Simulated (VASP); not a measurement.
Set up this calculation in VASP 6.6.1, as the native input.

| Property | Result |
| --- | --- |
| Task | single point |
| Functional | PBE |
| Dispersion | D4 |
| Potentials or basis | VASP PAW PBE potentials, release 64 (Al, Ru_pv) |
| Cutoff | 520 eV |
| k mesh | 8 × 8 × 8 |
| Occupations | gaussian, width 0.01 eV |
| Spin | no spin polarisation |
| Dipole correction | no |
| Further INCAR settings | ALGO = Normal; EDIFF = 1e-06; NBANDS = 16 |

The structure of AlRu lies in POSCAR:

```
AlRu
1.0
    3.0693384252      0.0000000000      0.0000000000
    0.0000000000      3.0693384252      0.0000000000
    0.0000000000      0.0000000000      3.0693384252
Al Ru
1 1
Direct
    0.0000000000      0.0000000000      0.0000000000
    0.5000000000      0.5000000000      0.5000000000
```

One way to write it, as run:

INCAR

```
PREC = Accurate
ENCUT = 520
EDIFF = 1E-6
ISMEAR = 0
SIGMA = 0.01
LREAL = False
LASPH = True
NELM = 80
ALGO = Normal
ISIF = 2
LWAVE = False
LCHARG = False
GGA = PE
IVDW = 13
NBANDS = 16
```

KPOINTS

```
Automatic mesh
0
Gamma
  8 8 8
```

Potentials or basis: VASP PAW PBE potentials, release 64 (Al, Ru_pv).

The run is started by

```console
$ cat potpaw_PBE.64/Al/POTCAR potpaw_PBE.64/Ru_pv/POTCAR > POTCAR
$ mpirun -np 1 vasp_std > vasp.out
```

Results of the run:

```yaml
Pressure: -15.6 GPa
Dispersion_energy_per_atom: -0.440 eV
```

Caveat: pairwise dispersion overbinds metals, which lowers pressure and volume.

Wall time 9.1 s on 1 thread of Intel Xeon 6975P-C (shared host), peak memory 0.15 GiB.
